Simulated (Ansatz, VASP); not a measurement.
## CdF2 in VASP and in Ansatz

File INCAR:

```
ALGO = Normal ; EDIFF = 1E-7
ENCUT = 520 ; GGA = PS
ISIF = 2 ; ISMEAR = 0
LASPH = T ; LCHARG = F
LREAL = F ; LWAVE = F
NBANDS = 20 ; NELM = 100
PREC = Accurate ; SIGMA = 0.02
```

File KPOINTS:

```
k-points
0
Gamma
  8 8 8
```

The input POSCAR:

```
CdF2
1.0
    0.0262395600      2.8636411800      2.8043462400
    2.7737962800      0.0596990400      2.7708867600
    2.7591948000      2.8155802200      0.0743005200
Cd F
1 2
Direct
    0.0014086860     -0.0038919822      0.0043522643
    0.2471455085      0.2582628062      0.2529213066
    0.7514458055      0.7456291759      0.7427264291
```

Input for Ansatz:

```yaml
crystal:
  lattice:
    - [0.02623956, 2.86364118, 2.80434624]
    - [2.77379628, 0.05969904, 2.77088676]
    - [2.7591948, 2.81558022, 0.07430052]
  atoms:
    - { symbol: Cd, position: [0.001408686, -0.0038919822, 0.0043522643] }
    - { symbol: F, position: [0.2471455085, 0.2582628062, 0.2529213066] }
    - { symbol: F, position: [0.7514458055, 0.7456291759, 0.7427264291] }
basis:
  ecutwfc: 420
kpoints:
  mp_grid: { grid: [8, 8, 8] }
hamiltonian:
  xc: pbesol
scf:
  occupations: { method: gaussian, width: 0.02 }
output:
  forces: true
  stress: true
  eigenvalues: true
```

Change from the starting cell: all atoms moved at random, cell strained at random.

Alike in both runs: task single point; functional PBEsol; k mesh 8 × 8 × 8; occupations gaussian, width 0.02 eV; no spin polarisation.

```csv
,VASP,Ansatz
version,VASP 6.6.1,Ansatz 0.2.0
potentials or method,"VASP PAW PBE potentials, release 64 (Cd, F), cutoff 520 eV","scalar-relativistic, plane waves, PAW"
valence electrons in the cell,26,34
```

|  | VASP | Ansatz | Ansatz less VASP |
| --- | --- | --- | --- |
| gap on the k mesh at the Fermi level (eV) | 2.62 | 2.64 | +0.028 |
| least direct gap on the mesh (eV) | 3.09 | 3.12 | +0.027 |
| pressure (GPa) | -6.7 | -7.2 | -0.47 |
| traceless stress, the component that is largest in VASP (GPa) | -1.47 | -1.49 | -0.022 |
| rms of the force components (eV/Å) | 0.097 | 0.087 | -0.0105 |

VASP's potentials were made for PBE, not for PBEsol. Atom by atom the forces differ by 0.011 eV/Å (rms over components). VASP's potentials hold 26 valence electrons a cell and Ansatz's 34, so a difference there can come from the potentials and not from the codes.
